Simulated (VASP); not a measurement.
# SnTe3 (Fm-3m) in VASP: notebook, part 2 of 2

VASP 6.6.1. Earlier steps stand in the parts before.

## 6. Single point, r2SCAN

This run uses another cell than the first one, of 27.63 Å³/atom, 0.960 times its volume.

POSCAR reads:

```
SnTe3
1.0
    0.0000000000      3.8090339678      3.8090339678
    3.8090339678      0.0000000000      3.8090339678
    3.8090339678      3.8090339678      0.0000000000
Te Sn
3 1
Direct
    0.5000000000      0.5000000000      0.5000000000
    0.7500000000      0.7500000000      0.7500000000
    0.2500000000      0.2500000000      0.2500000000
    0.0000000000      0.0000000000      0.0000000000
```

INCAR.step1 reads:

```
ALGO = Normal
EDIFF = 1E-4
ENCUT = 520
GGA = PE
ISMEAR = -1
LASPH = T
LCHARG = F
LREAL = F
LWAVE = T
NBANDS = 24
NELM = 60
PREC = Accurate
SIGMA = 0.05
```

INCAR.step2 reads:

```
ALGO = Normal
EDIFF = 1E-7
ENCUT = 520
ISIF = 2
ISMEAR = -1
ISTART = 1
LASPH = T
LCHARG = F
LMIXTAU = T
LREAL = F
LWAVE = F
METAGGA = R2SCAN
NBANDS = 24
NELM = 60
PREC = Accurate
SIGMA = 0.05
```

KPOINTS reads:

```
k-points
0
Gamma
  6 6 6
```

Potentials or basis: VASP PAW PBE potentials, release 64 (Te, Sn_d).

On the command line:

```console
> cat potpaw_PBE.64/Te/POTCAR potpaw_PBE.64/Sn_d/POTCAR > POTCAR
> cp INCAR.step1 INCAR
> mpirun -np 1 vasp_std > vasp.out
> cp INCAR.step2 INCAR
> mpirun -np 1 vasp_std > vasp.out
```

OUTCAR:

```text
EDIFF = 1E-7
   ENCUT = 520
   ISIF = 2
   ISMEAR = -1
   ISTART = 1
   LASPH = T
   LREAL = F
   METAGGA = R2SCAN
   NELM = 60
   PREC = Accurate

 ion  position               nearest neighbor table
   1  0.500  0.500  0.500-   3 3.30   3 3.30   3 3.30   2 3.30   3 3.30   2 3.30   2 3.30   2 3.30

   2  0.750  0.750  0.750-   1 3.30   1 3.30   1 3.30   1 3.30   4 3.30   4 3.30   4 3.30   4 3.30

   3  0.250  0.250  0.250-   4 3.30   4 3.30   4 3.30   1 3.30   4 3.30   1 3.30   1 3.30   1 3.30

   4  0.000  0.000  0.000-   2 3.30   2 3.30   2 3.30   2 3.30   3 3.30   3 3.30   3 3.30   3 3.30

  LATTYP: Found a face centered cubic cell.
 ALAT       =     7.6180679356

  Lattice vectors:

 A1 = (   0.0000000000,   3.8090339678,   3.8090339678)
 A2 = (   3.8090339678,   0.0000000000,   3.8090339678)
 A3 = (   3.8090339678,   3.8090339678,   0.0000000000)

Analysis of symmetry for initial positions (statically):
=====================================================================
 Subroutine PRICEL returns:
 Original cell was already a primitive cell.

 Routine SETGRP: Setting up the symmetry group for a
 face centered cubic supercell.

 Subroutine GETGRP returns: Found 48 space group operations
 (whereof 48 operations were pure point group operations)
 out of a pool of 48 trial point group operations.

The static configuration has the point symmetry O_h .

Analysis of symmetry for dynamics (positions and initial velocities):
=====================================================================
 Subroutine PRICEL returns:
 Original cell was already a primitive cell.

 Routine SETGRP: Setting up the symmetry group for a
 face centered cubic supercell.

 Subroutine GETGRP returns: Found 48 space group operations
 (whereof 48 operations were pure point group operations)
 out of a pool of 48 trial point group operations.
[... 110 lines left out ...]
   EFERMI =   0.00;   METHOD = LEGACY
   ISMEAR =    -1;   SIGMA  =   0.05  broadening in eV -4-tet -1-fermi 0-gaus
   EFERMI_NEDOS =   21; number of points for ismear=-14 and -15
   IALGO  =     38    algorithm
   IMIX   =      4    mixing-type and parameters
     AMIX     =   0.40;   BMIX     =  1.00
     AMIX_MAG =   1.60;   BMIX_MAG =  1.00
  volume/ion in A,a.u.               =      27.63       186.47
  Fermi-wavevector in a.u.,A,eV,Ry     =   1.083012  2.046596 15.958481  1.172915
  Thomas-Fermi vector in A             =   2.219068
   LORBIT       =      0    0 simple, 1 ext, 2 COOP (PROOUT), +10 PAW based schemes
   METAGGA = R2SCAN    functional components
   LHFCALC =     F    Hartree Fock is set to
   AEXX    =    0.0000 exact exchange contribution
   IVDW    =     0    specifies the selected vdW correction
   LEPSILON=     F    determine dielectric tensor
   LRPA    =     F    only Hartree local field effects (RPA)
 non-spin polarized calculation
  energy-cutoff  :      520.00
  volume of cell :      110.53
 maximum number of plane-waves:      2993
   NGX = 21   NGY = 21   NGZ = 21

 number of electron      31.9999993 magnetization

 Free energy of the ion-electron system (eV)
  ---------------------------------------------------
  ext. energy  EPLUGINS =         0.00000000
  ---------------------------------------------------
  free energy    TOTEN  =       -99.91738355 eV

  energy without entropy =      -99.87903268  energy(sigma->0) =      -99.89820812

 E-fermi :   8.1974     XC(G=0): -10.7699

 val. band max:        8.1707333496   @ k =   0.3333   0.3333   0.0000
 cond. band min:       8.2413661601   @ k =  -0.1667   0.1667   0.0000
 fundamental gap:      0.0706328105
 Fermi energy:         8.1974065800

 k-point     1 :       0.0000    0.0000    0.0000
  band No.  band energies     occupation
      1     -14.1893      2.00000
      2     -14.1893      2.00000
      3     -14.1893      2.00000
      4     -14.1821      2.00000
      5     -14.1821      2.00000
      6      -6.1855      2.00000
[... 421 lines left out ...]
     23      15.3088      0.00000
     24      15.4052      0.00000

------------------------ aborting loop because EDIFF is reached ----------------------------------------

  FORCE on cell =-STRESS in cart. coord.  units (eV):
  Direction    XX          YY          ZZ          XY          YZ          ZX
  --------------------------------------------------------------------------------------
  -------------------------------------------------------------------------------------
  Total        1.5474462      1.5474462      1.5474462      0.0000000      0.0000000     -0.0000000
  in kB       22.4311529     22.4311529     22.4311529      0.0000000      0.0000000     -0.0000000
  external PRESSURE =      22.4311529 kB  Pullay stress =       0.0000000 kB

 VOLUME and BASIS-vectors are now :
 -----------------------------------------------------------------------------
  energy-cutoff  :      520.00
  volume of cell :      110.53
      direct lattice vectors                 reciprocal lattice vectors
     0.000000000  3.809033968  3.809033968    -0.131266879  0.131266879  0.131266879
     3.809033968  0.000000000  3.809033968     0.131266879 -0.131266879  0.131266879
     3.809033968  3.809033968  0.000000000     0.131266879  0.131266879 -0.131266879

 POSITION                                       TOTAL-FORCE (eV/Angst)
 -----------------------------------------------------------------------------------
      3.80903      3.80903      3.80903         0.000000     -0.000000      0.000000
      5.71355      5.71355      5.71355         0.000000      0.000000      0.000000
      1.90452      1.90452      1.90452        -0.000000     -0.000000     -0.000000
      0.00000      0.00000      0.00000         0.000000     -0.000000      0.000000
 -----------------------------------------------------------------------------------
    total drift:                               -0.000000      0.000000      0.000000

  FREE ENERGIE OF THE ION-ELECTRON SYSTEM (eV)
  ---------------------------------------------------
  free  energy   TOTEN  =       -99.9173835521 eV

  energy  without entropy=      -99.8790326839  energy(sigma->0) =      -99.89820812
```

OSZICAR.step1:

```text
N       E                     dE             d eps       ncg     rms          rms(c)
DAV:   1     0.232880816234E+03    0.23288E+03   -0.13200E+04   768   0.136E+03
DAV:   2     0.136806508257E+02   -0.21920E+03   -0.20585E+03   792   0.359E+02
DAV:   3    -0.116458103057E+02   -0.25326E+02   -0.24282E+02   968   0.104E+02
DAV:   4    -0.126104609455E+02   -0.96465E+00   -0.96158E+00   872   0.215E+01
DAV:   5    -0.126476407541E+02   -0.37180E-01   -0.37177E-01  1184   0.454E+00    0.108E+01
DAV:   6    -0.125908777066E+02    0.56763E-01   -0.11806E-01  1000   0.215E+00    0.685E+00
DAV:   7    -0.125929919041E+02   -0.21142E-02   -0.39668E-02   984   0.118E+00    0.185E+00
DAV:   8    -0.125933546181E+02   -0.36271E-03   -0.22009E-03   952   0.287E-01    0.483E-01
DAV:   9    -0.125933160663E+02    0.38552E-04   -0.38310E-04   984   0.183E-01
   1 F= -.12593316E+02 E0= -.12574219E+02  d E =-.381946E-01
```

Run time: 1.7 min. Hardware: 1 thread of Intel Xeon Platinum 8488C (Sapphire Rapids), shared host; peak memory 0.27 GiB.

Results:

```yaml
Free_energy: -99.9174 eV
Pressure: 2.2 GPa
Band_gap_on_the_k_mesh: zero (band 16 reaches 8.60 eV, above the bottom of band 17 at 6.11 eV)
```

Levels at points of the mesh, in eV from the Fermi level:
```tsv
k point	band 14	band 15	band 16	band 17	band 18	band 19
(0.00, 0.00, 0.00)	-3.65	-3.65	-2.09	-2.09	-2.09	3.39
(0.50, 0.00, 0.00)	-2.12	-2.01	0.40	0.40	1.45	1.95
(0.50, 0.50, 0.00)	-0.74	-0.74	-0.04	0.12	0.12	2.32
```

Caveat: the PAW data sets were made with another functional, which shifts forces and pressure a little; spin-orbit coupling is left out, which moves the levels of the heavy elements.

## 7. The runs side by side

| level | spin | cell | k mesh | smearing | gap on the mesh (eV) | pressure (GPa) |
| --- | --- | --- | --- | --- | --- | --- |
| PBE | non-collinear, zero start, SOC | a = 5.461 Å, angles 60.0°, 4 atoms | 5 × 5 × 5 | methfessel-paxton 0.1 eV | - | 0.5 |
| PBE | off | a = 5.349 Å, angles 60.0°, 4 atoms | 6 × 6 × 6 | fermi-dirac 0.05 eV | none | 3.5 |
| PBE | off | a = 5.532 Å, angles 60.0°, 4 atoms | 6 × 6 × 6 | fermi-dirac 0.05 eV | none | -1.7 |
| r2SCAN | off | a = 5.349 Å, angles 60.0°, 4 atoms | 6 × 6 × 6 | fermi-dirac 0.05 eV | none | 3.5 |
| r2SCAN | off | a = 5.387 Å, angles 60.0°, 4 atoms | 6 × 6 × 6 | fermi-dirac 0.05 eV | none | 2.2 |

Alike in all rows: task single point; potentials or basis VASP PAW PBE potentials, release 64 (Te, Sn_d); cutoff (eV) 520.

Caveats: spin-orbit coupling is left out, which moves the levels of the heavy elements (some runs); the PAW data sets were made with another functional, which shifts forces and pressure a little (some runs).

Absolute energies hang on the potentials; compare differences alone.
